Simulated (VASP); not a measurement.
Set up this calculation in VASP 6.6.1, as the native input.

```
Task                   : single point
Functional             : LDA
Potentials or basis    : VASP PAW LDA potentials, release 64 (Na_pv, Cl)
Cutoff                 : 500 eV
k mesh                 : 6 × 6 × 6
Occupations            : gaussian, width 0.1 eV
Spin                   : no spin polarisation
Dipole correction      : no
Further INCAR settings : ALGO = Normal; EDIFF = 1e-06; NBANDS = 14
```

The structure of NaCl lies in POSCAR:

```
NaCl
1.0
    0.0000000000      2.8017500000      2.8017500000
    2.8017500000      0.0000000000      2.8017500000
    2.8017500000      2.8017500000      0.0000000000
Na Cl
1 1
Direct
    0.0000000000      0.0000000000      0.0000000000
    0.5000000000      0.5000000000      0.5000000000
```

The input as run:

INCAR

```
ALGO = Normal
EDIFF = 1E-6
ENCUT = 500
GGA_COMPAT = F
ISIF = 2
ISMEAR = 0
LASPH = T
LCHARG = T
LELF = T
LREAL = F
LVHAR = T
LWAVE = F
NBANDS = 14
NELM = 120
PREC = Accurate
SIGMA = 0.1
```

KPOINTS

```
k-points
0
Gamma
  6 6 6
```

Potentials or basis: VASP PAW LDA potentials, release 64 (Na_pv, Cl).

The run is started by

```console
$ cat potpaw_LDA.64/Na_pv/POTCAR potpaw_LDA.64/Cl/POTCAR > POTCAR
$ mpirun -np 1 vasp_std > vasp.out
```

Results of the run:

```
Pressure               : -2.0 GPa
Band gap on the k mesh : 4.77 eV
```

It took 4.5 s on 1 thread of Intel(R) Xeon(R) 6975P-C (Granite Rapids), with other jobs on the host, peak memory 0.14 GiB.
